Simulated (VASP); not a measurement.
A run of VASP 6.6.1:

INCAR

```
SYSTEM = Hf15TaSi16O64
ALGO = Normal ; EDIFF = 1E-6
ENCUT = 520 ; GGA = PE
GGA_COMPAT = .False. ; ISIF = 2
ISMEAR = 0 ; LASPH = .True.
LCHARG = .True. ; LELF = .True.
LREAL = Auto ; LVHAR = .True.
LWAVE = .False. ; NBANDS = 358
NELECT = 610.0 ; NELM = 120
PREC = Accurate ; SIGMA = 0.01
```

KPOINTS

```
k-points
0
Gamma
  1 1 1
  0 0 0
```

File POSCAR:

```
Hf15TaSi16O64
1.0
   -6.6465279200      6.6465279200      6.0147349600
    6.6465279200     -6.6465279200      6.0147349600
    6.6465279200      6.6465279200     -6.0147349600
Hf Si O Ta
15 16 64 1
Direct
    0.0004170556      0.0009569652      0.0003590210
    0.3775427370      0.1282802242      0.2507301293
    0.0004845841      0.0008772589      0.5003730132
    0.3756833132      0.1259082834      0.7504894496
    0.0009426652      0.5013313565      0.0003861616
    0.3737735624      0.6237683112      0.2506626091
    0.0003953296      0.5007702218      0.5001778549
    0.3775360317      0.6275351052      0.7499897754
    0.5000196489      0.0004454870      0.0003950736
    0.8753660844      0.1258755291      0.2501585503
    0.5005656153      0.0009315484      0.5005149124
    0.8754360824      0.1259436888      0.7505038463
    0.5005587877      0.5007653649      0.0003562897
    0.8754506364      0.6256625465      0.2501975619
    0.8730536575      0.6237865765      0.7499595937
    0.1258078439      0.3761987713      0.2503658949
    0.2501615465      0.2505074313     -0.0003136773
    0.1259608019      0.3757204819      0.7497440993
    0.2517436614      0.2520963103      0.5003102114
    0.1259679263      0.8770138089      0.2510311402
    0.2504610886      0.7508373544      0.0003136271
    0.1243544108      0.8753966922      0.7497157618
    0.2501832915      0.7511392661      0.5003188698
    0.6251699385      0.3755721169      0.2503844628
    0.7504854085      0.2508491340      0.0003433599
    0.6258442052      0.3762019949      0.7504351426
    0.7507822034      0.2505070832      0.5003168003
    0.6256450623      0.8753936829      0.2510100680
    0.7507935706      0.7511251707      0.0009239462
    0.6251950293      0.8756082126      0.7504489870
    0.7491858539      0.7495639958      0.5003111743
    0.0691493809      0.1615844121      0.4082223633
    0.0339472516      0.3767958553      0.3417771185
    0.0340080029      0.1929259948      0.1579358178
    0.2510983243      0.1592217586      0.0908608509
    0.3437124378      0.2529632278      0.4092194457
    0.3069014416      0.4667564782      0.3408885238
    0.1231969423      0.4660610181      0.1577914294
    0.3403686738      0.4329733825      0.0908268026
    0.0676618512      0.1602972529      0.9078250018
    0.0356660213      0.3773922887      0.8417034826
    0.0350853874      0.1930889270      0.6579936194
    0.2533764062      0.1616025127      0.5924017162
    0.3408417782      0.2489009953      0.9078591720
    0.3087192449      0.4655303738      0.8408730075
    0.1246011717      0.4655315395      0.6568000827
    0.3436292766      0.4351453001      0.5914287185
    0.0676656250      0.6605201706      0.4080897889
    0.0350465077      0.8778073986      0.3427570401
    0.0356979601      0.6947614648      0.1590504302
    0.2531204346      0.6610347176      0.0927822440
    0.3404105026      0.7502818562      0.4080866003
    0.3087212947      0.9686428299      0.3439852315
    0.1246189153      0.9686296041      0.1598920572
    0.3402727444      0.9331180761      0.0927912252
    0.0681599181      0.6610344653      0.9078200347
    0.0326832735      0.8766792351      0.8408000181
    0.0328092715      0.6926374817      0.6567938720
    0.2511153977      0.6608438766      0.5925108042
    0.3402719690      0.7481618754      0.9078237806
    0.3066095512      0.9656918826      0.8417069881
    0.1235199462      0.9662841458      0.6579727333
    0.3408250625      0.9336443748      0.5926574518
    0.5683227646      0.1592002986      0.4081174256
    0.5345961571      0.3755229891      0.3409080347
    0.5352706498      0.1931411554      0.1578416877
    0.7524490459      0.1605443183      0.0925825566
    0.8410584899      0.2489187612      0.4080750941
    0.8084416229      0.4663997279      0.3418127216
    0.6245494800      0.4663899504      0.1579371513
    0.8407937514      0.4333929924      0.0926037917
    0.5679320302      0.1605387071      0.9081154132
    0.5350317857      0.3767733505      0.8428823990
    0.5350449072      0.1929441916      0.6589527750
    0.7524575929      0.1603023112      0.5926145271
    0.8407847159      0.2489242835      0.9080952463
    0.8082880633      0.4661254795      0.8429318074
    0.6258349732      0.4668004791      0.6599521277
    0.8420328027      0.4329905012      0.5925504355
    0.5661273237      0.6576357645      0.4092158281
    0.5358218140      0.8766987168      0.3439312120
    0.5358717723      0.6926387751      0.1598446401
    0.7524481162      0.6605229510      0.0928271416
    0.8397148692      0.7480139394      0.4082441617
    0.8082943376      0.9663050099      0.3427347811
    0.6239473492      0.9656501768      0.1590146934
    0.8409951376      0.9336319379      0.0928207148
    0.5683127938      0.6608617294      0.9097577090
    0.5352211436      0.8781474906      0.8429205097
    0.5347385161      0.6945349406      0.6599152490
    0.7483856617      0.6575787935      0.5913792204
    0.8421537824      0.7502539964      0.9098103950
    0.8084610263      0.9674749472      0.8429010719
    0.6245323403      0.9673914839      0.6589732198
    0.8396679209      0.9321555837      0.5924439042
    0.5005114826      0.5008977257      0.5004182433
```

Potentials or basis: VASP PAW PBE potentials, release 64 (Hf_pv, Si, O, Ta_pv).

Launch:

```sh
$ cat potpaw_PBE.64/Hf_pv/POTCAR potpaw_PBE.64/Si/POTCAR potpaw_PBE.64/O/POTCAR potpaw_PBE.64/Ta_pv/POTCAR > POTCAR
$ mpirun -np 1 vasp_gam > vasp.out
```

Hardware: 1 thread of AMD EPYC 7R43 64-Core Processor (Zen 3), on a shared host.

Q: Estimate the wall time of this run.

A: Run time: 46 min on 1 thread of AMD EPYC 7R43 64-Core Processor (Zen 3) (shared host), peak memory 1.3 GiB. Counts: scf iterations 36, k points 1.
